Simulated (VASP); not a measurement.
The system is SnO.

```
Sn O
1.0
     2.50000   -2.86000    0.00000
     2.50000    2.86000    0.00000
     0.00000    0.00000   11.12000
Sn O
4 4
Direct
  0.00000 0.00000 0.00000
  0.00000 0.00000 0.50000
  0.55900 0.44100 0.25400
  0.44100 0.55900 0.75400
  0.93000 0.43000 0.38000
  0.07000 0.57000 0.88000
  0.57000 0.07000 0.38000
  0.43000 0.93000 0.88000
```

| Quantity | Value |
| --- | --- |
| Program | VASP 6.6.1 |
| Task | relaxation of cell and atoms |
| Functional | PBE |
| Potentials or basis | VASP PAW PBE potentials, release 64 (Sn_d, O) |
| Cutoff | 600 eV |
| k mesh | 4 × 4 × 2 |
| Occupations | gaussian, width 0.1 eV |
| Spin | no spin polarisation |

At the start: pressure 10.1 GPa; volume 19.88 Å³/atom.

Q: How do energy, volume and symmetry change on relaxing?

A: Over 16 steps the energy falls by 945.2 meV/atom and the volume is 18.99 Å³/atom (-4.4 %); space group Cmc2_1 (No. 36, to 0.1 Å) before, Cmce (No. 64, to 0.1 Å).

Step by step:
```csv
step,energy change (eV),largest force (eV/Å),pressure (GPa),volume (Å³)
1,0.0000,8.9206,10.08,159.02
2,-4.7013,3.5440,-12.68,187.70
3,-5.6662,3.2547,-10.30,176.67
4,-7.1545,1.4609,2.90,151.10
5,-7.2763,0.8538,-1.09,156.26
6,-7.4127,0.6574,0.09,153.87
7,-7.4470,0.7230,1.15,151.98
8,-7.5081,0.4068,-0.80,153.78
9,-7.5106,0.4135,-1.23,154.23
10,-7.5538,0.1671,0.08,151.97
11,-7.5543,0.1843,0.25,151.71
12,-7.5602,0.0609,-0.12,152.20
13,-7.5605,0.0534,-0.21,152.32
14,-7.5612,0.0615,0.17,151.79
15,-7.5613,0.0470,0.09,151.90
16,-7.5620,0.0368,0.03,151.95
```

Final structure:
```
Sn O
1.0
     2.73433   -2.73620    0.00000
     2.73433    2.73620    0.00000
     0.00000    0.00000   10.15478
Sn O
4 4
Direct
  0.98827 0.01173 0.99286
  0.01173 0.98827 0.49286
  0.51208 0.48792 0.26394
  0.48792 0.51208 0.76394
  0.01256 0.48754 0.37860
  0.98744 0.51246 0.87860
  0.51246 0.98744 0.37860
  0.48754 0.01256 0.87860
```
